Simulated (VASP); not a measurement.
# Cd (P6_3/mmc) in VASP: notebook

The runs below take Cd through relaxation of cell and atoms, with PBEsol.

All numbers are computed with VASP 6.6.1; they aren't measurements. Logs are shortened: lines on timing, memory, paths and dates and some standing lists are left out, and cuts for length are marked.

## 1. The cell of the first run

The structure is hexagonal, space group P6_3/mmc (No. 194). The conventional cell has a = 2.944 Å, b = 2.944 Å, c = 5.610 Å, α = 90.00°, β = 90.00°, γ = 120.00°. Within 3.9 Å of Cd (site symmetry -6m2) lie 12 Cd at 2.94 to 3.28 Å.

## 2. Relaxation of cell and atoms, PBEsol

INCAR

```
SYSTEM = Cd
  ALGO = Fast
  EDIFF = 1E-6
  EDIFFG = -0.001
  ENCUT = 600
  GGA = PS
  IBRION = 2
  ISIF = 3
  ISMEAR = -1
  LASPH = .True.
  LCHARG = .False.
  LREAL = .False.
  LWAVE = .False.
  NELM = 60
  NSW = 80
  PREC = Accurate
  SIGMA = 0.15
```

KPOINTS

```
k-points
0
Gamma
  18 18 8
  0 0 0
```

POSCAR

```
Cd
1.0
    2.9442122157      0.0000000000      0.0000000000
   -1.4721061079      2.5497625730      0.0000000000
    0.0000000000      0.0000000000      5.6103195840
Cd
2
Direct
    0.3333333333      0.6666666667      0.2500000000
    0.6666666667      0.3333333333      0.7500000000
```

Potentials or basis: VASP PAW PBE potentials, release 64 (Cd).

Launch:

```console
cat potpaw_PBE.64/Cd/POTCAR > POTCAR
mpirun -np 1 vasp_std > vasp.out
```

OUTCAR:

```text
SYSTEM = Cd
   EDIFF = 1E-6
   EDIFFG = -0.001
   ENCUT = 600
   GGA = PS
   IBRION = 2
   ISIF = 3
   ISMEAR = -1
   LASPH = .True.
   LREAL = .False.
   NELM = 60
   NSW = 80
   PREC = Accurate

 ion  position               nearest neighbor table
   1  0.333  0.667  0.250-   2 3.28   2 3.28   2 3.28   2 3.28   2 3.28   2 3.28
   2  0.667  0.333  0.750-   1 3.28   1 3.28   1 3.28   1 3.28   1 3.28   1 3.28

  LATTYP: Found a hexagonal cell.
 ALAT       =     2.9442122157
 C/A-ratio  =     1.9055418472

  Lattice vectors:

 A1 = (   2.9442122157,   0.0000000000,   0.0000000000)
 A2 = (  -1.4721061079,   2.5497625730,   0.0000000000)
 A3 = (   0.0000000000,   0.0000000000,   5.6103195840)

Analysis of symmetry for initial positions (statically):
=====================================================================
 Subroutine PRICEL returns:
 Original cell was already a primitive cell.

 Routine SETGRP: Setting up the symmetry group for a
 hexagonal supercell.

 Subroutine GETGRP returns: Found 24 space group operations
 (whereof 12 operations were pure point group operations)
 out of a pool of 24 trial point group operations.

The static configuration has the point symmetry D_3d.
 The point group associated with its full space group is D_6h.

Analysis of symmetry for dynamics (positions and initial velocities):
=====================================================================
 Subroutine PRICEL returns:
 Original cell was already a primitive cell.

 Routine SETGRP: Setting up the symmetry group for a
 hexagonal supercell.

 Subroutine GETGRP returns: Found 24 space group operations
 (whereof 12 operations were pure point group operations)
 out of a pool of 24 trial point group operations.

The dynamic configuration has the point symmetry D_3d.
 The point group associated with its full space group is D_6h.

 Subroutine INISYM returns: Found 24 space group operations
 (whereof 12 operations are pure point group operations),
 and found     1 'primitive' translations

----------------------------------------------------------------------------------------

                                     Primitive cell

  volume of cell :      42.1169

  direct lattice vectors                    reciprocal lattice vectors
     2.944212216  0.000000000  0.000000000     0.339649430  0.196096690  0.000000000
    -1.472106108  2.549762573  0.000000000     0.000000000  0.392193379  0.000000000
     0.000000000  0.000000000  5.610319584     0.000000000  0.000000000  0.178242965

  length of vectors
     2.944212216  2.944212216  5.610319584     0.392193379  0.392193379  0.178242965

  position of ions in fractional coordinates (direct lattice)
     0.333333333  0.666666667  0.250000000
     0.666666667  0.333333333  0.750000000

  ion indices of the primitive-cell ions
   primitive index   ion index
                 1           1
                 2           2

----------------------------------------------------------------------------------------

 KPOINTS: k-points

Automatic generation of k-mesh.
 Grid dimensions read from file:
 generate k-points for:   18   18    8

 Generating k-lattice:

  Cartesian coordinates                     Fractional coordinates (reciprocal lattice)
     0.018869413  0.010894261  0.000000000     0.055555556 -0.000000000  0.000000000
     0.000000000  0.021788521  0.000000000     0.000000000  0.055555556  0.000000000
     0.000000000  0.000000000  0.022280371     0.000000000  0.000000000  0.125000000

  Length of vectors
     0.021788521  0.021788521  0.022280371

  Shift w.r.t. Gamma in fractional coordinates (k-lattice)
     0.000000000  0.000000000  0.000000000

 Subroutine IBZKPT returns following result:
 ===========================================

 Found    185 irreducible k-points:

 Following reciprocal coordinates:
            Coordinates               Weight
  0.000000  0.000000  0.000000      1.000000
  0.055556 -0.000000  0.000000      6.000000
  0.111111 -0.000000  0.000000      6.000000
  0.166667  0.000000  0.000000      6.000000
  0.222222 -0.000000  0.000000      6.000000
  0.277778 -0.000000  0.000000      6.000000
[... 16 lines left out ...]
  0.333333  0.111111  0.000000     12.000000
  0.388889  0.111111  0.000000     12.000000
 [... further k-points ...]
   k-points           NKPTS =    185   k-points in BZ     NKDIM =    185   number of bands    NBANDS=     16
   number of dos      NEDOS =    301   number of ions     NIONS =      2
   total plane-waves  NPLWV =  27648
   dimension x,y,z NGX =    24 NGY =   24 NGZ =   48
   dimension x,y,z NGXF=    48 NGYF=   48 NGZF=   96
   ions per type =               2
   NGX,Y,Z   is equivalent  to a cutoff of  13.55, 13.55, 14.22 a.u.
   NGXF,Y,Z  is equivalent  to a cutoff of  27.10, 27.10, 28.45 a.u.
 SYSTEM =  Cd
   PREC   = accura    normal or accurate (medium, high low for compatibility)
   ISTART =      0    job   : 0-new  1-cont  2-samecut
   ICHARG =      2    charge: 1-file 2-atom 10-const
   ISPIN  =      1    spin polarized calculation?
   LNONCOLLINEAR =      F non collinear calculations
   LSORBIT =      F    spin-orbit coupling
   LASPH  =      T    aspherical Exc in radial PAW
   ENCUT  =  600.0 eV  44.10 Ry    6.64 a.u.   5.88  5.88 11.21*2*pi/ulx,y,z
   NELM   =     60;   NELMIN=  2; NELMDL= -5     # of ELM steps
   EDIFF  = 0.1E-05   stopping-criterion for ELM
   LREAL  =      F    real-space projection
   EDIFFG = -.1E-02   stopping-criterion for IOM
   NSW    =     80    number of steps for IOM
   IBRION =      2    ionic relax: 0-MD 1-quasi-New 2-CG
   NFREE  =      1    steps in history (QN), initial steepest desc. (CG)
   ISIF   =      3    stress and relaxation
   ISYM   =      2    0-nonsym 1-usesym 2-fastsym
   POTIM  = 0.5000    time-step for ionic-motion
   TEBEG  =    0.0;   TEEND  =   0.0 temperature during run
   PSTRESS=    0.0 pullay stress
   NELECT =      24.0000    total number of electrons
   NUPDOWN=      -1.0000    fix difference up-down
   EMIN   =  10.00;   EMAX   =-10.00  energy-range for DOS
   EFERMI =   0.00;   METHOD = LEGACY
   ISMEAR =    -1;   SIGMA  =   0.15  broadening in eV -4-tet -1-fermi 0-gaus
   EFERMI_NEDOS =   21; number of points for ismear=-14 and -15
   IALGO  =     68    algorithm
   IMIX   =      4    mixing-type and parameters
     AMIX     =   0.40;   BMIX     =  1.00
     AMIX_MAG =   1.60;   BMIX_MAG =  1.00
  volume/ion in A,a.u.               =      21.06       142.11
  Fermi-wavevector in a.u.,A,eV,Ry     =   1.357250  2.564830 25.063657  1.842127
  Thomas-Fermi vector in A             =   2.484184
   LORBIT       =      0    0 simple, 1 ext, 2 COOP (PROOUT), +10 PAW based schemes
   GGA     = PS    functional components
   LHFCALC =     F    Hartree Fock is set to
   AEXX    =    0.0000 exact exchange contribution
   IVDW    =     0    specifies the selected vdW correction
   LEPSILON=     F    determine dielectric tensor
   LRPA    =     F    only Hartree local field effects (RPA)
 conjugate gradient relaxation of ions
 non-spin polarized calculation
 RMM-DIIS sequential band-by-band and
  energy-cutoff  :      600.00
  volume of cell :       42.12
 maximum number of plane-waves:      1428
 NGX is ok and might be reduce to    24
   NGX = 11   NGY = 11   NGZ = 23

--------------------------------------- Ionic step        1  -------------------------------------------

 number of electron      24.0000015 magnetization

 Free energy of the ion-electron system (eV)
  ---------------------------------------------------
  ext. energy  EPLUGINS =         0.00000000
  ---------------------------------------------------
  free energy    TOTEN  =        -2.41707484 eV

  energy without entropy =       -2.38092295  energy(sigma->0) =       -2.39899890

------------------------ aborting loop because EDIFF is reached ----------------------------------------

  FORCE on cell =-STRESS in cart. coord.  units (eV):
  Direction    XX          YY          ZZ          XY          YZ          ZX
  --------------------------------------------------------------------------------------
  -------------------------------------------------------------------------------------
  Total        0.2033875      0.2033875     -0.0440698     -0.0000000      0.0000000      0.0000000
  in kB        7.7371024      7.7371024     -1.6764692     -0.0000000      0.0000000      0.0000000
  external PRESSURE =       4.5992452 kB  Pullay stress =       0.0000000 kB
[... 89 lines left out ...]
  FREE ENERGIE OF THE ION-ELECTRON SYSTEM (eV)
  ---------------------------------------------------
  free  energy   TOTEN  =        -2.4180598781 eV

  energy  without entropy=       -2.3805061782  energy(sigma->0) =       -2.39928303

[... ionic steps 4 to 7 ...]

--------------------------------------- Ionic step        8  -------------------------------------------

 number of electron      23.9999999 magnetization

------------------------ aborting loop because EDIFF is reached ----------------------------------------

  FORCE on cell =-STRESS in cart. coord.  units (eV):
  Direction    XX          YY          ZZ          XY          YZ          ZX
  --------------------------------------------------------------------------------------
  -------------------------------------------------------------------------------------
  Total       -0.0169538     -0.0169538     -0.0166898      0.0000000      0.0000000      0.0000000
  in kB       -0.6443646     -0.6443646     -0.6343274      0.0000000      0.0000000      0.0000000
  external PRESSURE =      -0.6410188 kB  Pullay stress =       0.0000000 kB
[... 57 lines left out ...]
  energy  without entropy=       -2.3801717075  energy(sigma->0) =       -2.39975722

--------------------------------------- Ionic step       10  -------------------------------------------

 number of electron      23.9999999 magnetization

 Free energy of the ion-electron system (eV)
  ---------------------------------------------------
  ext. energy  EPLUGINS =         0.00000000
  ---------------------------------------------------
  free energy    TOTEN  =        -2.41934240 eV

  energy without entropy =       -2.38018616  energy(sigma->0) =       -2.39976428

 E-fermi :   3.0261     XC(G=0): -11.3432

 val. band max:        3.0050712557   @ k =   0.2778   0.0556   0.0000
 cond. band min:       3.0395121700   @ k =   0.5000  -0.0000   0.5000
 fundamental gap:      0.0344409144
 Fermi energy:         3.0260888484

 k-point     1 :       0.0000    0.0000    0.0000
  band No.  band energies     occupation
      1      -6.9540      2.00000
      2      -6.6482      2.00000
      3      -6.2773      2.00000
      4      -6.2773      2.00000
      5      -6.2180      2.00000
      6      -6.2180      2.00000
[... 8 lines left out ...]
     15      17.3743      0.00000
     16      17.8004      0.00000
[... 420 lines left out ...]
  band No.  band energies     occupation
      1      -6.9451      2.00000
      2      -6.7165      2.00000
      3      -6.6821      2.00000
      4      -6.1867      2.00000
      5      -6.0744      2.00000
      6      -5.9595      2.00000
[... 8 lines left out ...]
     15       7.5206      0.00000
     16       9.1287      0.00000

 [... further k-points ...]
[... 5 lines left out ...]
  --------------------------------------------------------------------------------------
  -------------------------------------------------------------------------------------
  Total       -0.0004041     -0.0004041      0.0009873      0.0000000      0.0000000      0.0000000
  in kB       -0.0153629     -0.0153629      0.0375382      0.0000000      0.0000000      0.0000000
  external PRESSURE =       0.0022708 kB  Pullay stress =       0.0000000 kB
[... 17 lines left out ...]
  FREE ENERGIE OF THE ION-ELECTRON SYSTEM (eV)
  ---------------------------------------------------
  free  energy   TOTEN  =        -2.4193424006 eV

  energy  without entropy=       -2.3801861649  energy(sigma->0) =       -2.39976428

 reached required accuracy - stopping structural energy minimisation
```

Wall time 16 min (1 thread of Oxide Virtual Turin-like, shared host); peak memory 0.24 GiB.

What came out:

| Property | Result |
| --- | --- |
| Free energy | -2.4193 eV |
| Relaxed volume | 21.07 Å³/atom |
| Relaxed cell | a = 2.971 Å, b = 2.971 Å, c = 5.513 Å, α = 90.00°, β = 90.00°, γ = 120.00° |
| Space group after relaxing (to 0.05 Å) | P6_3/mmc (No. 194) |
| Energy gained by relaxing | 1.1 meV/atom |
| Ionic steps | 10 |
| Pressure after relaxing | 0.0 GPa |
| Band gap on the k mesh | zero (band 12 reaches 4.40 eV, above the bottom of band 13 at 0.12 eV) |

The path:
```csv
step,energy change (eV),largest force (eV/Å),pressure (GPa),volume (Å³)
1,0.0000,0.0000,0.46,42.12
2,-0.0010,0.0000,-0.25,42.49
3,-0.0010,0.0000,-0.21,42.48
4,-0.0015,0.0000,-0.16,42.39
5,-0.0022,0.0000,0.05,42.13
6,-0.0023,0.0000,0.12,42.09
7,-0.0023,0.0000,0.04,42.10
8,-0.0023,0.0000,-0.06,42.15
9,-0.0023,0.0000,-0.02,42.14
10,-0.0023,0.0000,0.00,42.14
```

Final structure:
```
CELL_PARAMETERS angstrom
2.97096 0.00000 0.00000
-1.48548 2.57293 0.00000
0.00000 0.00000 5.51254
ATOMIC_POSITIONS crystal
Cd 0.33333 0.66667 0.25000
Cd 0.66667 0.33333 0.75000
```

Caveat: the PAW data sets were made with another functional, which shifts forces and pressure a little.

## 3. Relaxation of cell and atoms, PBEsol

This run uses another cell than the first one, of 21.59 Å³/atom, 1.025 times its volume.

INCAR

```
  ALGO = Fast
  EDIFF = 1E-7
  EDIFFG = -0.005
  ENCUT = 600
  GGA = PS
  IBRION = 2
  ISIF = 3
  ISMEAR = 0
  LASPH = True
  LCHARG = False
  LREAL = False
  LWAVE = False
  NELM = 60
  NSW = 100
  PREC = Accurate
  SIGMA = 0.1
```

KPOINTS

```
k-points
0
Gamma
  18 18 8
```

POSCAR

```
Cd
1.0
    2.9788700000      0.0000000000      0.0000000000
   -1.4894350000      2.5797770946      0.0000000000
    0.0000000000      0.0000000000      5.6176500000
Cd
2
Direct
    0.3333333333      0.6666666667      0.2500000000
    0.6666666667      0.3333333333      0.7500000000
```

Potentials or basis: VASP PAW PBE potentials, release 64 (Cd).

Launch:

```console
cat potpaw_PBE.64/Cd/POTCAR > POTCAR
mpirun -np 1 vasp_std > vasp.out
```

Wall time 8.7 min (1 thread of Oxide Virtual Turin-like, shared host); peak memory 0.24 GiB.

It converged, with:

- Free energy: -2.4020 eV
- Relaxed volume: 21.12 Å³/atom
- Relaxed cell: a = 2.954 Å, b = 2.954 Å, c = 5.590 Å, α = 90.00°, β = 90.00°, γ = 120.00°
- Space group after relaxing (to 0.05 Å): P6_3/mmc (No. 194)
- Energy gained by relaxing: 2.1 meV/atom
- Ionic steps: 7
- Pressure after relaxing: 0.0 GPa
- Band gap on the k mesh: zero (band 12 reaches 4.51 eV, above the bottom of band 13 at -0.11 eV)

Step by step:
```tsv
step	energy change (eV)	largest force (eV/Å)	pressure (GPa)	volume (Å³)
1	0.0000	0.0000	-1.32	43.17
2	-0.0042	0.0000	0.22	42.07
3	-0.0043	0.0000	0.05	42.21
4	-0.0043	0.0000	-0.05	42.24
5	-0.0043	0.0000	-0.04	42.24
6	-0.0043	0.0000	-0.03	42.24
7	-0.0043	0.0000	-0.02	42.23
```

Final structure:
```
Cd
1.0
     2.95375    0.00000    0.00000
    -1.47688    2.55802    0.00000
     0.00000    0.00000    5.58974
Cd
2
Cartesian
  0.0000 1.7053 1.3974
  1.4769 0.8527 4.1923
```

Levels at points of the mesh, in eV from the Fermi level:
```tsv
k point	band 8	band 9	band 10	band 11	band 12	band 13	band 14	band 15	band 16
(0.00, 0.00, 0.00)	-8.79	-8.79	-8.53	-8.53	-3.28	-3.16	10.48	14.48	14.91
(0.50, 0.00, 0.00)	-8.57	-8.25	-8.23	-2.51	-1.95	1.89	2.93	3.17	5.20
(0.00, 0.00, 0.50)	-8.64	-8.64	-8.64	-7.62	-7.62	3.61	3.61	14.81	14.81
(0.50, 0.00, 0.50)	-8.54	-8.24	-8.24	-1.72	-1.72	0.04	0.04	8.04	8.04
```

Caveat: the PAW data sets were made with another functional, which shifts forces and pressure a little.
